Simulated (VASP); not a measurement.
Wanted: the native input for a VASP 6.6.1 run.

- Task: single point
- Functional: r2SCAN
- Potentials or basis: VASP PAW PBE potentials, release 64 (Ba_sv, Hf_pv, O)
- Cutoff: 520 eV
- k mesh: 6 × 6 × 6
- Occupations: gaussian, width 0.01 eV
- Spin: non-collinear spin, zero start, spin-orbit coupling
- Starting moments: [[0.0, 0.0, 0.0], [0.0, 0.0, 0.0], [0.0, 0.0, 0.0], [0.0, 0.0, 0.0], [0.0, 0.0, 0.0]] μB
- Dipole correction: no
- Further INCAR settings: ALGO = Normal; EDIFF = 1e-06; NBANDS = 53

The system is BaHfO3.

```
Ba Hf O
1.0
     4.00998    0.00000    0.00000
     0.00000    4.00998    0.00000
     0.00000    0.00000    4.27302
Ba Hf O
1 1 3
Direct
  0.00000 0.00000 0.00000
  0.50000 0.50000 0.50000
  0.50000 0.50000 0.00000
  0.50000 0.00000 0.50000
  0.00000 0.50000 0.50000
```

This cell differs from its parent crystal: epitaxial xy strain -4.0%.

The input as run:

POSCAR

```
BaHfO3
1.0
    4.0099764200      0.0000000000      0.0000000000
    0.0000000000      4.0099764200      0.0000000000
    0.0000000000      0.0000000000      4.2730220947
Ba Hf O
1 1 3
Direct
    0.0000000000      0.0000000000      0.0000000000
    0.5000000000      0.5000000000      0.5000000000
    0.5000000000      0.5000000000      0.0000000000
    0.5000000000      0.0000000000      0.5000000000
    0.0000000000      0.5000000000      0.5000000000
```

INCAR.step1

```
PREC = Accurate ; ENCUT = 520
ISMEAR = 0 ; SIGMA = 0.01
LREAL = False ; LASPH = True
NELM = 150 ; MAGMOM = 0 0 0 0 0 0 0 0 0 0 0 0 0 0 0
LSORBIT = True ; GGA_COMPAT = False
LMAXMIX = 4 ; NBANDS = 53
GGA = PE ; ALGO = Normal
EDIFF = 1E-4 ; LWAVE = True
LCHARG = False
```

INCAR.step2

```
PREC = Accurate ; ENCUT = 520
EDIFF = 1E-6 ; ISMEAR = 0
SIGMA = 0.01 ; LREAL = False
LASPH = True ; NELM = 150
ALGO = Normal ; ISIF = 2
LWAVE = False ; LCHARG = False
MAGMOM = 0 0 0 0 0 0 0 0 0 0 0 0 0 0 0 ; LORBIT = 11
LSORBIT = True ; GGA_COMPAT = False
LORBMOM = True ; LMAXMIX = 4
METAGGA = R2SCAN ; LMIXTAU = True
NBANDS = 53 ; ISTART = 1
```

KPOINTS

```
Automatic mesh
0
Gamma
  6 6 6
```

Potentials or basis: VASP PAW PBE potentials, release 64 (Ba_sv, Hf_pv, O).

Launch:

```bash
$ cat potpaw_PBE.64/Ba_sv/POTCAR potpaw_PBE.64/Hf_pv/POTCAR potpaw_PBE.64/O/POTCAR > POTCAR
$ cp INCAR.step1 INCAR
$ mpirun -np 1 vasp_ncl > vasp.out
$ cp INCAR.step2 INCAR
$ mpirun -np 1 vasp_ncl > vasp.out
```

It gave:

The pressure is 12.3 GPa, the net moment is 0.00 μB per cell and the valence electrons inside the program's atomic spheres are Ba 7.96; Hf 8.82; O 5.08, 5.14 (each value once).

Caveat: the cell differs from its parent crystal (epitaxial xy strain -4.0%); the cell stands under pressure; the PAW data sets were made with another functional, which shifts forces and pressure a little.

Wall time 31 min on 1 thread of Oxide Virtual Turin-like Processor, on a shared host, peak memory 0.45 GiB.
